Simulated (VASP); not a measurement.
Crystal: MoW2.

```xyz
3
Lattice="4.6206 0.0000 0.0000 -2.3103 4.0016 0.0000 0.0000 0.0000 2.6845" Properties=species:S:1:pos:R:3 pbc="T T T"
Mo    0.0000    0.0000    0.0000
W     0.0000    2.6677    1.3422
W     2.3103    1.3339    1.3422
```

* Program: VASP 6.6.1
* Task: relaxation of cell and atoms
* Functional: PBE
* Potentials or basis: VASP PAW PBE potentials, release 64 (Mo_sv, W_sv)
* Cutoff: 600 eV
* k mesh: 6 × 6 × 6
* Occupations: gaussian, width 0.1 eV
* Spin: no spin polarisation

At the start: pressure -1.9 GPa; volume 16.54 Å³/atom.

Task: How do energy, volume and symmetry change on relaxing?

Result: Over 6 steps the energy falls by 40.6 meV/atom and the volume is 16.48 Å³/atom (-0.4 %); space group P6/mmm (No. 191, to 0.1 Å) before and after.

The path:
```csv
step,energy change (eV),largest force (eV/Å),pressure (GPa),volume (Å³)
1,0.0000,0.0000,-1.88,49.63
2,0.0003,0.0000,9.62,48.10
3,-0.1151,0.0000,3.12,48.86
4,-0.1151,0.0000,3.23,48.84
5,-0.0887,0.0000,-6.41,50.82
6,-0.1218,0.0000,-0.01,49.45
```

Final structure:
```
Mo W
1.0
     4.70381    0.00000    0.00000
    -2.35191    4.07362    0.00000
     0.00000    0.00000    2.58056
Mo W
1 2
Direct
  0.00000 0.00000 0.00000
  0.33333 0.66667 0.50000
  0.66667 0.33333 0.50000
```

Caveat: the k points lie up to 0.41 Å⁻¹ apart in the final cell, too coarse for converged energies and pressures of a metal.
